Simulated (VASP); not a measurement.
Set up this calculation in VASP 6.6.1, as the native input.

| Item | Value |
| --- | --- |
| Task | relaxation of cell and atoms |
| Functional | PBE |
| Potentials or basis | VASP PAW PBE potentials, release 64 (Ti_sv, Pd, Se) |
| Cutoff | 600 eV |
| k mesh | 3 × 3 × 3 |
| Occupations | gaussian, width 0.15 eV |
| Spin | collinear spin |
| Starting moments | [1.0, 0.0, 0.0, 0.0, 0.0, 0.0] μB |
| Dipole correction | no |
| Further INCAR settings | ALGO = Normal; EDIFF = 1e-07; IBRION = 2; EDIFFG = -0.08; NSW = 36; ISIF = 3 |

The structure of TiPdSe4 lies in POSCAR:

```
TiPdSe4
1.0
    5.9764972800      0.0000000000      0.0000000000
   -2.9882486400      5.1757984700      0.0000000000
    0.0000000000      0.0000000000      4.6428535700
Ti Pd Se
1 1 4
Direct
    0.6666666700      0.3333333300      0.0000000000
    0.0000000000      0.0000000000      0.0000000000
    0.3333333300      0.6666666700      0.0000000000
    0.6643606200      0.8321803100      0.5000000000
    0.1678196900      0.8321803100      0.5000000000
    0.1678196900      0.3356393800      0.5000000000
```

The cell was generated, and may not be a known phase.

One way to write it, as run:

INCAR

```
SYSTEM = TiPdSe4
ALGO = Normal ; EDIFF = 1E-7
EDIFFG = -0.08 ; ENCUT = 600
GGA = PE ; IBRION = 2
ISIF = 3 ; ISMEAR = 0
ISPIN = 2 ; LASPH = .TRUE.
LCHARG = .FALSE. ; LMAXMIX = 4
LORBIT = 11 ; LREAL = .FALSE.
LWAVE = .FALSE. ; MAGMOM = 1 0 0 0 0 0
NELM = 150 ; NSW = 36
PREC = Accurate ; SIGMA = 0.15
```

KPOINTS

```
k-points
0
G
  3 3 3
  0 0 0
```

Potentials or basis: VASP PAW PBE potentials, release 64 (Ti_sv, Pd, Se).

Command:

```sh
$ cat potpaw_PBE.64/Ti_sv/POTCAR potpaw_PBE.64/Pd/POTCAR potpaw_PBE.64/Se/POTCAR > POTCAR
$ mpirun -np 1 vasp_std > vasp.out
```

It gave:

The relaxed volume is 23.27 Å³/atom, the relaxed cell is a = 6.670 Å, b = 6.670 Å, c = 3.624 Å, α = 90.00°, β = 90.00°, γ = 120.00° and the space group after relaxing (to 0.1 Å) is P-6m2 (No. 187). The energy gained by relaxing is 124.7 meV/atom. The ionic steps are 21. The pressure after relaxing is -0.3 GPa. The largest force after relaxing is 0.056 eV/Å, the band gap on the k mesh is zero (filled and empty bands overlap) and the net moment is 0.00 μB per cell. The valence electrons inside the program's atomic spheres are Ti 9.92; Pd 9.54; Se 3.71, 3.73 (each value once).

Caveat: the k points lie up to 0.58 Å⁻¹ apart in the final cell; a cell axis changed by over 15 % at a fixed basis, so the end point is rough; the relaxation stopped at a loose force limit of 0.08 eV/Å, so its end isn't a converged minimum.

It took 19 min on 1 thread of Intel(R) Xeon(R) 6975P-C (Granite Rapids), on a shared host, peak memory 0.4 GiB.
